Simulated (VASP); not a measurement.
# Sc (P6_3/mmc) in VASP: a series of runs

The runs below take Sc through single point, with RPBE.

Program: VASP 6.6.1. These are calculated values, not measurements. Logs are shortened: lines on timing, memory, paths and dates and some standing lists are left out, and cuts for length are marked.

### Step 1. The cell of the first run

Symmetry: P6_3/mmc, No. 194, hexagonal system. The conventional cell has a = 3.338 Å, b = 3.338 Å, c = 10.668 Å, α = 90.00°, β = 90.00°, γ = 120.00°. Sc (site symmetry -3m) has 12 Sc at 3.29 to 3.34 Å within 4.3 Å. Sc (site symmetry -6m2) has 12 Sc at 3.29 to 3.34 Å within 4.3 Å.

### Step 2. Single point, RPBE

Input file INCAR:

```
  PREC = Accurate
  ENCUT = 520
  EDIFF = 1E-6
  ISMEAR = -1
  SIGMA = 0.1
  LREAL = False
  LASPH = True
  NELM = 100
  ALGO = Normal
  ISIF = 2
  LWAVE = False
  LCHARG = False
  GGA = RP
  NBANDS = 30
```

Input file KPOINTS:

```
Automatic mesh
0
Gamma
  11 11 3
```

Input file POSCAR:

```
Sc
1.0
    3.3384166590      0.0000000000      0.0000000000
   -1.6692083295      2.8911536351      0.0000000000
    0.0000000000      0.0000000000     10.6678031627
Sc
4
Direct
    1.0000000000      1.0000000000      0.0000000000
    1.0000000000      1.0000000000      0.5000000000
    0.3333333333      0.6666666667      0.2500000000
    0.6666666667      0.3333333333      0.7500000000
```

Potentials or basis: VASP PAW PBE potentials, release 64 (Sc_sv).

On the command line:

```
$ cat potpaw_PBE.64/Sc_sv/POTCAR > POTCAR
$ mpirun -np 1 vasp_std > vasp.out
```

OUTCAR:

```text
PREC = Accurate
   ENCUT = 520
   EDIFF = 1E-6
   ISMEAR = -1
   LREAL = False
   LASPH = True
   NELM = 100
   ISIF = 2
   GGA = RP

 ion  position               nearest neighbor table
   1  0.000  0.000  0.000-   3 3.29   4 3.29   3 3.29   4 3.29   4 3.29   3 3.29
   2  0.000  0.000  0.500-   3 3.29   4 3.29   3 3.29   4 3.29   4 3.29   3 3.29
   3  0.333  0.667  0.250-   1 3.29   2 3.29   1 3.29   2 3.29   1 3.29   2 3.29
   4  0.667  0.333  0.750-   1 3.29   2 3.29   1 3.29   2 3.29   1 3.29   2 3.29

  LATTYP: Found a hexagonal cell.
 ALAT       =     3.3384166590
 C/A-ratio  =     3.1954678677

  Lattice vectors:

 A1 = (   3.3384166590,   0.0000000000,   0.0000000000)
 A2 = (  -1.6692083295,   2.8911536351,   0.0000000000)
 A3 = (   0.0000000000,   0.0000000000,  10.6678031627)

Analysis of symmetry for initial positions (statically):
=====================================================================
 Subroutine PRICEL returns:
 Original cell was already a primitive cell.

 Routine SETGRP: Setting up the symmetry group for a
 hexagonal supercell.

 Subroutine GETGRP returns: Found 24 space group operations
 (whereof 12 operations were pure point group operations)
 out of a pool of 24 trial point group operations.

The static configuration has the point symmetry D_3d.
 The point group associated with its full space group is D_6h.

Analysis of symmetry for dynamics (positions and initial velocities):
=====================================================================
 Subroutine PRICEL returns:
 Original cell was already a primitive cell.

 Routine SETGRP: Setting up the symmetry group for a
 hexagonal supercell.

 Subroutine GETGRP returns: Found 24 space group operations
 (whereof 12 operations were pure point group operations)
 out of a pool of 24 trial point group operations.

The dynamic configuration has the point symmetry D_3d.
 The point group associated with its full space group is D_6h.

 Subroutine INISYM returns: Found 24 space group operations
 (whereof 12 operations are pure point group operations),
 and found     1 'primitive' translations

----------------------------------------------------------------------------------------

                                     Primitive cell

  volume of cell :     102.9643

  direct lattice vectors                    reciprocal lattice vectors
     3.338416659  0.000000000  0.000000000     0.299543197  0.172941346  0.000000000
    -1.669208329  2.891153635  0.000000000     0.000000000  0.345882691  0.000000000
     0.000000000  0.000000000 10.667803163     0.000000000  0.000000000  0.093740012

  length of vectors
     3.338416659  3.338416659 10.667803163     0.345882691  0.345882691  0.093740012

  position of ions in fractional coordinates (direct lattice)
     0.000000000  0.000000000  0.000000000
     0.000000000  0.000000000  0.500000000
     0.333333333  0.666666667  0.250000000
     0.666666667  0.333333333  0.750000000

  ion indices of the primitive-cell ions
   primitive index   ion index
                 1           1
                 2           2
                 3           3
                 4           4

----------------------------------------------------------------------------------------

 KPOINTS: Automatic mesh

Automatic generation of k-mesh.
 Grid dimensions read from file:
 generate k-points for:   11   11    3

 Generating k-lattice:

  Cartesian coordinates                     Fractional coordinates (reciprocal lattice)
     0.027231200  0.015721941  0.000000000     0.090909091  0.000000000  0.000000000
     0.000000000  0.031443881  0.000000000     0.000000000  0.090909091  0.000000000
     0.000000000  0.000000000  0.031246671     0.000000000  0.000000000  0.333333333

  Length of vectors
     0.031443881  0.031443881  0.031246671

  Shift w.r.t. Gamma in fractional coordinates (k-lattice)
     0.000000000  0.000000000  0.000000000

 Subroutine IBZKPT returns following result:
 ===========================================

 Found     32 irreducible k-points:

 Following reciprocal coordinates:
            Coordinates               Weight
  0.000000  0.000000  0.000000      1.000000
  0.090909  0.000000  0.000000      6.000000
  0.181818 -0.000000  0.000000      6.000000
  0.272727  0.000000  0.000000      6.000000
  0.363636 -0.000000  0.000000      6.000000
  0.454545 -0.000000  0.000000      6.000000
[... 16 lines left out ...]
  0.090909  0.090909  0.333333     12.000000
  0.181818  0.090909  0.333333     24.000000
 [... further k-points ...]
   k-points           NKPTS =     32   k-points in BZ     NKDIM =     32   number of bands    NBANDS=     30
   number of dos      NEDOS =    301   number of ions     NIONS =      4
   total plane-waves  NPLWV =  62720
   dimension x,y,z NGX =    28 NGY =   28 NGZ =   80
   dimension x,y,z NGXF=    56 NGYF=   56 NGZF=  160
   ions per type =               4
   NGX,Y,Z   is equivalent  to a cutoff of  13.94, 13.94, 12.47 a.u.
   NGXF,Y,Z  is equivalent  to a cutoff of  27.89, 27.89, 24.93 a.u.
 SYSTEM =  unknown system
   PREC   = accura    normal or accurate (medium, high low for compatibility)
   ISTART =      0    job   : 0-new  1-cont  2-samecut
   ICHARG =      2    charge: 1-file 2-atom 10-const
   ISPIN  =      1    spin polarized calculation?
   LNONCOLLINEAR =      F non collinear calculations
   LSORBIT =      F    spin-orbit coupling
   LASPH  =      T    aspherical Exc in radial PAW
   ENCUT  =  520.0 eV  38.22 Ry    6.18 a.u.   6.21  6.21 19.84*2*pi/ulx,y,z
   NELM   =    100;   NELMIN=  2; NELMDL= -5     # of ELM steps
   EDIFF  = 0.1E-05   stopping-criterion for ELM
   LREAL  =      F    real-space projection
   EDIFFG = 0.1E-04   stopping-criterion for IOM
   NSW    =      0    number of steps for IOM
   IBRION =     -1    ionic relax: 0-MD 1-quasi-New 2-CG
   NFREE  =      0    steps in history (QN), initial steepest desc. (CG)
   ISIF   =      2    stress and relaxation
   ISYM   =      2    0-nonsym 1-usesym 2-fastsym
   POTIM  = 0.5000    time-step for ionic-motion
   TEBEG  =    0.0;   TEEND  =   0.0 temperature during run
   PSTRESS=    0.0 pullay stress
   NELECT =      44.0000    total number of electrons
   NUPDOWN=      -1.0000    fix difference up-down
   EMIN   =  10.00;   EMAX   =-10.00  energy-range for DOS
   EFERMI =   0.00;   METHOD = LEGACY
   ISMEAR =    -1;   SIGMA  =   0.10  broadening in eV -4-tet -1-fermi 0-gaus
   EFERMI_NEDOS =   21; number of points for ismear=-14 and -15
   IALGO  =     38    algorithm
   IMIX   =      4    mixing-type and parameters
     AMIX     =   0.40;   BMIX     =  1.00
     AMIX_MAG =   1.60;   BMIX_MAG =  1.00
  volume/ion in A,a.u.               =      25.74       173.71
  Fermi-wavevector in a.u.,A,eV,Ry     =   1.233096  2.330213 20.688002  1.520525
  Thomas-Fermi vector in A             =   2.367840
   LORBIT       =      0    0 simple, 1 ext, 2 COOP (PROOUT), +10 PAW based schemes
   GGA     = RP    functional components
   LHFCALC =     F    Hartree Fock is set to
   AEXX    =    0.0000 exact exchange contribution
   IVDW    =     0    specifies the selected vdW correction
   LEPSILON=     F    determine dielectric tensor
   LRPA    =     F    only Hartree local field effects (RPA)
 non-spin polarized calculation
  energy-cutoff  :      520.00
  volume of cell :      102.96
 maximum number of plane-waves:      2799
 NGX is ok and might be reduce to    28
   NGX = 13   NGY = 13   NGZ = 39

 number of electron      44.0000009 magnetization

 Free energy of the ion-electron system (eV)
  ---------------------------------------------------
  ext. energy  EPLUGINS =         0.00000000
  ---------------------------------------------------
  free energy    TOTEN  =       -23.80309194 eV

  energy without entropy =      -23.54063160  energy(sigma->0) =      -23.67186177

 E-fermi :   3.5745     XC(G=0):  -9.5864

 val. band max:        3.5678728846   @ k =   0.4545   0.0909   0.3333
 cond. band min:       3.5925218381   @ k =   0.3636   0.0909   0.0000
 fundamental gap:      0.0246489534
 Fermi energy:         3.5745115377

 k-point     1 :       0.0000    0.0000    0.0000
  band No.  band energies     occupation
      1     -46.1147      2.00000
      2     -46.0921      2.00000
      3     -46.0845      2.00000
      4     -46.0618      2.00000
      5     -24.8327      2.00000
      6     -24.6732      2.00000
[... 22 lines left out ...]
     29       5.3308      0.00000
     30       5.3473      0.00000

 k-point     2 :       0.0909    0.0000    0.0000
  band No.  band energies     occupation
      1     -46.1115      2.00000
      2     -46.0898      2.00000
      3     -46.0822      2.00000
      4     -46.0604      2.00000
      5     -24.8237      2.00000
      6     -24.6762      2.00000
[... 22 lines left out ...]
     29       5.3747      0.00000
     30       5.4565      0.00000

 k-point     3 :       0.1818   -0.0000    0.0000
  band No.  band energies     occupation
      1     -46.1026      2.00000
      2     -46.0837      2.00000
      3     -46.0760      2.00000
      4     -46.0570      2.00000
      5     -24.7986      2.00000
      6     -24.6904      2.00000
[... 22 lines left out ...]
     29       5.4029      0.00000
     30       5.6137      0.00000

 k-point     4 :       0.2727    0.0000    0.0000
  band No.  band energies     occupation
      1     -46.0904      2.00000
      2     -46.0756      2.00000
      3     -46.0679      2.00000
      4     -46.0530      2.00000
      5     -24.7663      2.00000
      6     -24.7197      2.00000
[... 22 lines left out ...]
     29       5.2479      0.00000
     30       5.7228      0.00000

 k-point     5 :       0.3636   -0.0000    0.0000
  band No.  band energies     occupation
      1     -46.0782      2.00000
      2     -46.0681      2.00000
      3     -46.0605      2.00000
      4     -46.0504      2.00000
      5     -24.7803      2.00000
      6     -24.7711      2.00000
[... 22 lines left out ...]
     29       5.1675      0.00000
     30       5.8673      0.00000
[... 526 lines left out ...]
     29       5.1721      0.00000
     30       5.4524      0.00000

 k-point    22 :       0.4545   -0.0000    0.3333
  band No.  band energies     occupation
      1     -46.0688      2.00000
      2     -46.0659      2.00000
      3     -46.0539      2.00000
      4     -46.0510      2.00000
      5     -24.7990      2.00000
      6     -24.7930      2.00000
[... 22 lines left out ...]
     29       5.0968      0.00000
     30       5.4000      0.00000

 k-point    23 :       0.0909    0.0909    0.3333
  band No.  band energies     occupation
      1     -46.1024      2.00000
      2     -46.0941      2.00000
      3     -46.0695      2.00000
      4     -46.0611      2.00000
      5     -24.7889      2.00000
      6     -24.7407      2.00000
[... 22 lines left out ...]
     29       5.3555      0.00000
     30       5.3938      0.00000

 k-point    24 :       0.1818    0.0909    0.3333
  band No.  band energies     occupation
      1     -46.0923      2.00000
      2     -46.0853      2.00000
      3     -46.0640      2.00000
      4     -46.0570      2.00000
      5     -24.7669      2.00000
      6     -24.7406      2.00000
[... 22 lines left out ...]
     29       5.4185      0.00000
     30       5.5706      0.00000

 [... further k-points ...]

------------------------ aborting loop because EDIFF is reached ----------------------------------------

  FORCE on cell =-STRESS in cart. coord.  units (eV):
  Direction    XX          YY          ZZ          XY          YZ          ZX
  --------------------------------------------------------------------------------------
  -------------------------------------------------------------------------------------
  Total        0.0126574      0.0126574      0.0123261      0.0000000      0.0000000      0.0000000
  in kB        0.1969563      0.1969563      0.1918004      0.0000000      0.0000000      0.0000000
  external PRESSURE =       0.1952377 kB  Pullay stress =       0.0000000 kB

 VOLUME and BASIS-vectors are now :
 -----------------------------------------------------------------------------
  energy-cutoff  :      520.00
  volume of cell :      102.96
      direct lattice vectors                 reciprocal lattice vectors
     3.338416659  0.000000000  0.000000000     0.299543197  0.172941346  0.000000000
    -1.669208329  2.891153635  0.000000000     0.000000000  0.345882691  0.000000000
     0.000000000  0.000000000 10.667803163     0.000000000  0.000000000  0.093740012

 POSITION                                       TOTAL-FORCE (eV/Angst)
 -----------------------------------------------------------------------------------
      0.00000      0.00000      0.00000        -0.000000      0.000000      0.000000
      0.00000      0.00000      5.33390        -0.000000      0.000000      0.000000
     -0.00000      1.92744      2.66695        -0.000000      0.000000      0.000000
      1.66921      0.96372      8.00085         0.000000     -0.000000     -0.000000
 -----------------------------------------------------------------------------------
    total drift:                                0.000000     -0.000000      0.000000

  FREE ENERGIE OF THE ION-ELECTRON SYSTEM (eV)
  ---------------------------------------------------
  free  energy   TOTEN  =       -23.8030919416 eV

  energy  without entropy=      -23.5406316047  energy(sigma->0) =      -23.67186177
```

Wall time 2 min (1 thread of Oxide Virtual Turin-like, shared host); peak memory 0.23 GiB.

What came out:

* Free energy: -23.8031 eV
* Pressure: 0.0 GPa
* Band gap on the k mesh: zero (bands 22 and 23 overlap by 1.04 eV)

Caveat: the PAW data sets were made with another functional, which shifts forces and pressure a little.

### Step 3. Single point, RPBE (22.65 Å³/atom)

This run uses another cell than the first one, of 22.65 Å³/atom.

Input file INCAR:

```
SYSTEM = Sc
  PREC = Accurate
  ENCUT = 520
  EDIFF = 1E-7
  ISMEAR = -1
  SIGMA = 0.1
  LREAL = .False.
  LASPH = .True.
  NELM = 100
  ALGO = Normal
  ISIF = 2
  LWAVE = .False.
  LCHARG = .False.
  GGA = RP
  NBANDS = 30
```

Input file KPOINTS:

```
regular mesh
0
Gamma
  12 12 4
  0 0 0
```

Input file POSCAR:

```
Sc
1.0
    3.1991511742      0.0000000000      0.0000000000
   -1.5995755871      2.7705461874      0.0000000000
    0.0000000000      0.0000000000     10.2227847810
Sc
4
Direct
    1.0000000000      1.0000000000      0.0000000000
    1.0000000000      1.0000000000      0.5000000000
    0.3333333333      0.6666666667      0.2500000000
    0.6666666667      0.3333333333      0.7500000000
```

Potentials or basis: VASP PAW PBE potentials, release 64 (Sc_sv).

On the command line:

```
$ cat potpaw_PBE.64/Sc_sv/POTCAR > POTCAR
$ mpirun -np 1 vasp_std > vasp.out
```

Run time: 2.6 min. Hardware: 1 thread of Oxide Virtual Turin-like, shared host; peak memory 0.23 GiB.

It converged, with:

```yaml
Free_energy: -23.5256 eV
Pressure: 7.7 GPa
Band_gap_on_the_k_mesh: zero (bands 22 and 23 overlap by 1.29 eV)
```

Levels at points of the mesh, in eV from the Fermi level:
```csv
k point,band 19,band 20,band 21,band 22,band 23,band 24,band 25,band 26
"(0.00, 0.00, 0.00)",-3.73,-1.80,0.55,0.87,0.93,1.58,1.58,1.61
"(0.50, 0.00, 0.00)",-1.32,-1.21,-0.55,-0.38,-0.36,0.27,0.90,1.40
"(0.00, 0.00, 0.50)",-2.38,-2.38,0.50,0.50,1.54,1.54,1.69,1.69
"(0.50, 0.00, 0.50)",-1.45,-1.45,-0.53,-0.53,0.05,0.05,1.34,1.34
```

Caveat: the cell stands under pressure; the PAW data sets were made with another functional, which shifts forces and pressure a little.

The gap in the log of VASP goes by the Fermi energy; the results here count the filled bands.